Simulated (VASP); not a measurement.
Wanted: the native input for a VASP 6.6.1 run.

```yaml
Task: relaxation of cell and atoms
Functional: PBE
Potentials_or_basis: VASP PAW PBE potentials, release 64 (H, Pb_d)
Cutoff: 600 eV
k_mesh: 6 × 6 × 6
Occupations: gaussian, width 0.1 eV
Spin: no spin polarisation
Dipole_correction: no
Further_INCAR_settings: ALGO = Normal; EDIFF = 1e-06; IBRION = 2; EDIFFG = -0.04; NSW = 90; ISIF = 3
```

The structure of H6Pb lies in POSCAR:

```
H6Pb
1.0
   -2.5616449100      2.5616449100      2.5616449100
    2.5616449100     -2.5616449100      2.5616449100
    2.5616449100      2.5616449100     -2.5616449100
H Pb
6 1
Direct
    0.5000000000      0.7500000000      0.2500000000
    0.5000000000      0.2500000000      0.7500000000
    0.2500000000      0.5000000000      0.7500000000
    0.7500000000      0.5000000000      0.2500000000
    0.7500000000      0.2500000000      0.5000000000
    0.2500000000      0.7500000000      0.5000000000
    0.0000000000      0.0000000000      0.0000000000
```

The cell was built from a structure type or drawn by symmetry, and may not be a known phase.

One way to write it, as run:

INCAR

```
SYSTEM = H6Pb
  PREC = Accurate
  ENCUT = 600
  EDIFF = 1E-6
  ISMEAR = 0
  SIGMA = 0.1
  LREAL = .False.
  LASPH = .True.
  NELM = 60
  ALGO = Normal
  ISIF = 3
  LWAVE = .False.
  LCHARG = .False.
  GGA = PE
  IBRION = 2
  NSW = 90
  EDIFFG = -0.04
```

KPOINTS

```
regular mesh
0
Gamma
  6 6 6
  0 0 0
```

Potentials or basis: VASP PAW PBE potentials, release 64 (H, Pb_d).

The run is started by

```bash
$ cat potpaw_PBE.64/H/POTCAR potpaw_PBE.64/Pb_d/POTCAR > POTCAR
$ mpirun -np 1 vasp_std > vasp.out
```

It gave:

The relaxed volume is 7.02 Å³/atom, the relaxed cell is a = 3.997 Å, b = 3.997 Å, c = 3.997 Å, α = 109.47°, β = 109.47°, γ = 109.47° and the space group after relaxing (to 0.1 Å) is Im-3m (No. 229). The energy gained by relaxing is 127.1 meV/atom. The ionic steps are 5, the pressure after relaxing is -0.1 GPa and the band gap on the k mesh is zero (bands 10 and 11 overlap by 6.12 eV).

Caveat: the volume moved by over 15 % at a fixed basis, so the end points are rough; spin-orbit coupling is left out, which moves the levels of the heavy elements.

It took 98 s on 1 thread of Intel Xeon 8259CL, with other jobs on the host, peak memory 0.22 GiB.
